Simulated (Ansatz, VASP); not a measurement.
**Two plane-wave programs on Cd2S**

```
CELL_PARAMETERS angstrom
4.17687 0.00000 0.00000
-2.08844 3.61728 0.00000
0.00000 0.00000 10.70084
ATOMIC_POSITIONS crystal
Cd 0.00000 0.00000 0.66843
Cd 0.00000 0.00000 0.14145
Cd 0.66667 0.33333 0.32973
Cd 0.33333 0.66667 0.99238
S 0.33333 0.66667 0.75077
S 0.00000 0.00000 0.42626
```

Change from the starting cell: the structure that the rattled cell fell into.

Alike in both runs: functional PBE; k mesh 12 × 12 × 4; occupations gaussian, width 0.1 eV; no spin polarisation.

Ansatz relaxed the structure, and its values are those at the end. VASP's run is a single point on that final structure, the one shown.

```csv
,VASP,Ansatz
version,VASP 6.6.1,Ansatz 0.2.0
potentials or method,"VASP PAW PBE potentials, release 64 (Cd, S), cutoff 520 eV","scalar-relativistic, plane waves, PAW"
valence electrons in the cell,60,92
```

|  | VASP | Ansatz | Ansatz less VASP |
| --- | --- | --- | --- |
| gap on the k mesh at the Fermi level (eV) | none | none | - |
| pressure (GPa) | 0.2 | 0.0 | -0.25 |
| rms of the force components (eV/Å) | 0.006 | 0.001 | -0.0047 |

A gap of «none» marks a metal or a gap that the smearing closes. VASP's potentials hold 60 valence electrons a cell and Ansatz's 92, so a difference there can come from the potentials and not from the codes.
